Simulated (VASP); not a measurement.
# SiO2 (P4_12_12) in VASP: relaxation of the atoms with PBE

Aim: the relaxation of the atoms of SiO2 with PBE.

Everything below comes from runs of VASP 6.6.1. Logs are shortened: lines on timing, memory, paths and dates and some standing lists are left out, and cuts for length are marked.

### Step 1. The cell of the first run

It takes space group P4_12_12 (No. 92, tetragonal). Conventional cell: a = 4.876 Å, b = 4.876 Å, c = 6.716 Å, α = 90.00°, β = 90.00°, γ = 90.00°. Within 2.1 Å of Si (site symmetry 2) lie 4 O at 1.60 to 1.61 Å. Within 2.1 Å of O (site symmetry 1) lie 2 Si at 1.60 to 1.61 Å.

### Step 2. Relaxation of the atoms, PBE

INCAR

```
SYSTEM = SiO2
PREC = Accurate
ENCUT = 520
EDIFF = 1E-6
ISMEAR = -1
SIGMA = 0.02
LREAL = .False.
LASPH = .True.
NELM = 100
ALGO = Normal
ISIF = 2
LWAVE = .False.
LCHARG = .False.
GGA = PE
IBRION = 2
NSW = 80
EDIFFG = -0.02
KPAR = 2
```

KPOINTS

```
Automatic mesh
0
Gamma
  5 5 4
  0 0 0
```

POSCAR

```
SiO2
1.0
    4.8757000000      0.0000000000      0.0000000000
    0.0000000000      4.8757000000      0.0000000000
    0.0000000000      0.0000000000      6.7163000000
Si O
4 8
Direct
    0.3125000000      0.3125000000      0.0000000000
    0.1875000000      0.8125000000      0.2500000000
    0.6875000000      0.6875000000      0.5000000000
    0.8125000000      0.1875000000      0.7500000000
    0.2356000000      0.1269000000      0.1904000000
    0.3731000000      0.7356000000      0.4404000000
    0.7644000000      0.8731000000      0.6904000000
    0.6269000000      0.2644000000      0.9404000000
    0.7356000000      0.3731000000      0.5596000000
    0.8731000000      0.7644000000      0.3096000000
    0.2644000000      0.6269000000      0.0596000000
    0.1269000000      0.2356000000      0.8096000000
```

Potentials or basis: VASP PAW PBE potentials, release 64 (Si, O).

The run is started by

```
$ cat potpaw_PBE.64/Si/POTCAR potpaw_PBE.64/O/POTCAR > POTCAR
$ mpirun -np 2 vasp_std > vasp.out
```

OUTCAR:

```text
SYSTEM = SiO2
   PREC = Accurate
   ENCUT = 520
   EDIFF = 1E-6
   ISMEAR = -1
   LREAL = .False.
   LASPH = .True.
   NELM = 100
   ISIF = 2
   GGA = PE
   IBRION = 2
   NSW = 80
   EDIFFG = -0.02

 ion  position               nearest neighbor table
   1  0.312  0.312  0.000-   8 1.60  11 1.60   5 1.61  12 1.61   2 3.02   4 3.02   2 3.02   4 3.02

   2  0.188  0.812  0.250-   5 1.60  10 1.60   6 1.61  11 1.61   1 3.02   3 3.02   1 3.02   3 3.02

   3  0.688  0.688  0.500-   6 1.60   9 1.60   7 1.61  10 1.61   2 3.02   4 3.02   4 3.02   2 3.02

   4  0.812  0.188  0.750-   7 1.60  12 1.60   9 1.61   8 1.61   1 3.02   3 3.02   3 3.02   1 3.02

   5  0.236  0.127  0.190-   2 1.60   1 1.61
   6  0.373  0.736  0.440-   3 1.60   2 1.61
   7  0.764  0.873  0.690-   4 1.60   3 1.61
   8  0.627  0.264  0.940-   1 1.60   4 1.61
   9  0.736  0.373  0.560-   3 1.60   4 1.61
  10  0.873  0.764  0.310-   2 1.60   3 1.61
  11  0.264  0.627  0.060-   1 1.60   2 1.61
  12  0.127  0.236  0.810-   4 1.60   1 1.61

  LATTYP: Found a simple tetragonal cell.
 ALAT       =     4.8757000000
 C/A-ratio  =     1.3775047685

  Lattice vectors:

 A1 = (   4.8757000000,   0.0000000000,   0.0000000000)
 A2 = (   0.0000000000,   4.8757000000,   0.0000000000)
 A3 = (   0.0000000000,   0.0000000000,   6.7163000000)

Analysis of symmetry for initial positions (statically):
=====================================================================
 Subroutine PRICEL returns:
 Original cell was already a primitive cell.

 Routine SETGRP: Setting up the symmetry group for a
 simple tetragonal supercell.

 Subroutine GETGRP returns: Found  8 space group operations
 (whereof  2 operations were pure point group operations)
 out of a pool of 16 trial point group operations.

The static configuration has the point symmetry C_2 .
 The point group associated with its full space group is D_4 .

Analysis of symmetry for dynamics (positions and initial velocities):
=====================================================================
 Subroutine PRICEL returns:
 Original cell was already a primitive cell.

 Routine SETGRP: Setting up the symmetry group for a
 simple tetragonal supercell.

 Subroutine GETGRP returns: Found  8 space group operations
 (whereof  2 operations were pure point group operations)
 out of a pool of 16 trial point group operations.

The dynamic configuration has the point symmetry C_2 .
 The point group associated with its full space group is D_4 .

 Subroutine INISYM returns: Found  8 space group operations
 (whereof  2 operations are pure point group operations),
 and found     1 'primitive' translations

[... 112 lines left out ...]
   NFREE  =      1    steps in history (QN), initial steepest desc. (CG)
   ISIF   =      2    stress and relaxation
   ISYM   =      2    0-nonsym 1-usesym 2-fastsym
   POTIM  = 0.5000    time-step for ionic-motion
   TEBEG  =    0.0;   TEEND  =   0.0 temperature during run
   PSTRESS=    0.0 pullay stress
   NELECT =      64.0000    total number of electrons
   NUPDOWN=      -1.0000    fix difference up-down
   EMIN   =  10.00;   EMAX   =-10.00  energy-range for DOS
   EFERMI =   0.00;   METHOD = LEGACY
   ISMEAR =    -1;   SIGMA  =   0.02  broadening in eV -4-tet -1-fermi 0-gaus
   EFERMI_NEDOS =   21; number of points for ismear=-14 and -15
   IALGO  =     38    algorithm
   IMIX   =      4    mixing-type and parameters
     AMIX     =   0.40;   BMIX     =  1.00
     AMIX_MAG =   1.60;   BMIX_MAG =  1.00
  volume/ion in A,a.u.               =      13.31        89.79
  Fermi-wavevector in a.u.,A,eV,Ry     =   1.207073  2.281037 19.824026  1.457025
  Thomas-Fermi vector in A             =   2.342721
   LORBIT       =      0    0 simple, 1 ext, 2 COOP (PROOUT), +10 PAW based schemes
   GGA     = PE    functional components
   LHFCALC =     F    Hartree Fock is set to
   AEXX    =    0.0000 exact exchange contribution
   IVDW    =     0    specifies the selected vdW correction
   LEPSILON=     F    determine dielectric tensor
   LRPA    =     F    only Hartree local field effects (RPA)
 conjugate gradient relaxation of ions
 non-spin polarized calculation
  energy-cutoff  :      520.00
  volume of cell :      159.66
 maximum number of plane-waves:      4315
   NGX = 19   NGY = 19   NGZ = 25

--------------------------------------- Ionic step        1  -------------------------------------------

 number of electron      63.9999942 magnetization

 Free energy of the ion-electron system (eV)
  ---------------------------------------------------
  ext. energy  EPLUGINS =         0.00000000
  ---------------------------------------------------
  free energy    TOTEN  =       -94.62259445 eV

  energy without entropy =      -94.62259445  energy(sigma->0) =      -94.62259445

------------------------ aborting loop because EDIFF is reached ----------------------------------------

  FORCE on cell =-STRESS in cart. coord.  units (eV):
  Direction    XX          YY          ZZ          XY          YZ          ZX
  --------------------------------------------------------------------------------------
  -------------------------------------------------------------------------------------
  Total        8.9449185      8.9449185      8.1238789      0.0000000      0.0000000      0.0000000
  in kB       89.7600182     89.7600182     81.5210908      0.0000000      0.0000000      0.0000000
  external PRESSURE =      87.0137091 kB  Pullay stress =       0.0000000 kB
[... 119 lines left out ...]
  FREE ENERGIE OF THE ION-ELECTRON SYSTEM (eV)
  ---------------------------------------------------
  free  energy   TOTEN  =       -94.6703648957 eV

  energy  without entropy=      -94.6703648957  energy(sigma->0) =      -94.67036490

[... ionic steps 4 to 13 ...]

--------------------------------------- Ionic step       14  -------------------------------------------

 number of electron      64.0000017 magnetization

------------------------ aborting loop because EDIFF is reached ----------------------------------------
[... 87 lines left out ...]
--------------------------------------- Ionic step       16  -------------------------------------------

 number of electron      64.0000015 magnetization

 Free energy of the ion-electron system (eV)
  ---------------------------------------------------
  ext. energy  EPLUGINS =         0.00000000
  ---------------------------------------------------
  free energy    TOTEN  =       -94.73203268 eV

  energy without entropy =      -94.73203268  energy(sigma->0) =      -94.73203268

 E-fermi :   1.1203     XC(G=0):  -8.8977

 val. band max:        0.6759039592   @ k =   0.0000   0.0000   0.0000
 cond. band min:       6.3907114873   @ k =   0.0000   0.0000   0.0000
 fundamental gap:      5.7148075281
 Fermi energy:         1.1202583526

 k-point     1 :       0.0000    0.0000    0.0000
  band No.  band energies     occupation
      1     -18.7510      2.00000
      2     -17.8187      2.00000
      3     -17.8187      2.00000
      4     -16.6840      2.00000
      5     -16.5986      2.00000
      6     -16.5986      2.00000
[... 784 lines left out ...]
  FREE ENERGIE OF THE ION-ELECTRON SYSTEM (eV)
  ---------------------------------------------------
  free  energy   TOTEN  =       -94.7320326828 eV

  energy  without entropy=      -94.7320326828  energy(sigma->0) =      -94.73203268

 reached required accuracy - stopping structural energy minimisation
```

CONTCAR:

```text
SiO2
   1.00000000000000
     4.8757000000000001    0.0000000000000000    0.0000000000000000
     0.0000000000000000    4.8757000000000001    0.0000000000000000
     0.0000000000000000    0.0000000000000000    6.7163000000000004
  Si              O
     4     8
Direct
     0.3159463016283539    0.3159463016283539    0.0000000000000000
     0.1840536983716462    0.8159463016283538    0.2500000000000000
     0.6840536983716462    0.6840536983716462    0.5000000000000000
     0.8159463016283538    0.1840536983716462    0.7500000000000000
     0.2323219764444671    0.1368340744882484    0.1951032694735111
     0.3631659255117515    0.7323219764444669    0.4451032694735111
     0.7676780235555331    0.8631659255117516    0.6951032694735108
     0.6368340744882484    0.2676780235555329    0.9451032694735108
     0.7323219764444669    0.3631659255117515    0.5548967305264892
     0.8631659255117516    0.7676780235555331    0.3048967305264889
     0.2676780235555329    0.6368340744882484    0.0548967305264889
     0.1368340744882484    0.2323219764444671    0.8048967305264892

  0.00000000E+00  0.00000000E+00  0.00000000E+00
  0.00000000E+00  0.00000000E+00  0.00000000E+00
  0.00000000E+00  0.00000000E+00  0.00000000E+00
  0.00000000E+00  0.00000000E+00  0.00000000E+00
  0.00000000E+00  0.00000000E+00  0.00000000E+00
  0.00000000E+00  0.00000000E+00  0.00000000E+00
  0.00000000E+00  0.00000000E+00  0.00000000E+00
  0.00000000E+00  0.00000000E+00  0.00000000E+00
  0.00000000E+00  0.00000000E+00  0.00000000E+00
  0.00000000E+00  0.00000000E+00  0.00000000E+00
  0.00000000E+00  0.00000000E+00  0.00000000E+00
  0.00000000E+00  0.00000000E+00  0.00000000E+00
```

Run time: 6.1 min. Hardware: 2 MPI ranks of Intel Xeon Platinum 8259CL at 2.50GHz (Skylake/Cascade Lake), shared host; peak memory 0.27 GiB.

What came out:

| Quantity | Value |
| --- | --- |
| Free energy | -94.7320 eV |
| Energy gained by relaxing | 9.1 meV/atom |
| Ionic steps | 16 |
| Pressure after relaxing | 2.8 GPa |
| Largest force after relaxing | 0.009 eV/Å |
| Band gap on the k mesh | 5.71 eV |

Forces in eV/Å, atoms in the order of the input:
```
Si   0.006  0.006  0.000
Si  -0.006  0.006  0.000
Si  -0.006 -0.006  0.000
Si   0.006 -0.006  0.000
O   -0.005 -0.002  0.002
O    0.002 -0.005  0.002
O    0.005  0.002  0.002
O   -0.002  0.005  0.002
O   -0.005  0.002 -0.002
O    0.002  0.005 -0.002
O    0.005 -0.002 -0.002
O   -0.002 -0.005 -0.002
```

Stress tensor (GPa, compression positive):
```
2.94 0.00 0.00
0.00 2.94 0.00
0.00 0.00 2.65
```

The path:
```csv
step,energy change (eV),largest force (eV/Å),pressure (GPa)
1,0.0000,0.4997,8.70
2,-0.0472,0.6372,6.44
3,-0.0478,0.5562,6.64
4,-0.0801,0.3742,5.30
5,-0.0928,0.1919,3.91
6,-0.0928,0.1842,3.83
7,-0.0957,0.1418,3.81
8,-0.1020,0.1295,3.73
9,-0.1038,0.2432,3.56
10,-0.1048,0.1794,3.63
11,-0.1068,0.1064,3.56
12,-0.1078,0.0670,3.47
13,-0.1078,0.0629,3.48
14,-0.1081,0.0567,3.41
15,-0.1088,0.0388,3.22
16,-0.1094,0.0088,2.84
```

Final structure:
```
CELL_PARAMETERS angstrom
4.87570 0.00000 0.00000
0.00000 4.87570 0.00000
0.00000 0.00000 6.71630
ATOMIC_POSITIONS crystal
Si 0.31595 0.31595 0.00000
Si 0.18405 0.81595 0.25000
Si 0.68405 0.68405 0.50000
Si 0.81595 0.18405 0.75000
O 0.23232 0.13683 0.19510
O 0.36317 0.73232 0.44510
O 0.76768 0.86317 0.69510
O 0.63683 0.26768 0.94510
O 0.73232 0.36317 0.55490
O 0.86317 0.76768 0.30490
O 0.26768 0.63683 0.05490
O 0.13683 0.23232 0.80490
```

A k mesh can miss the band edges.
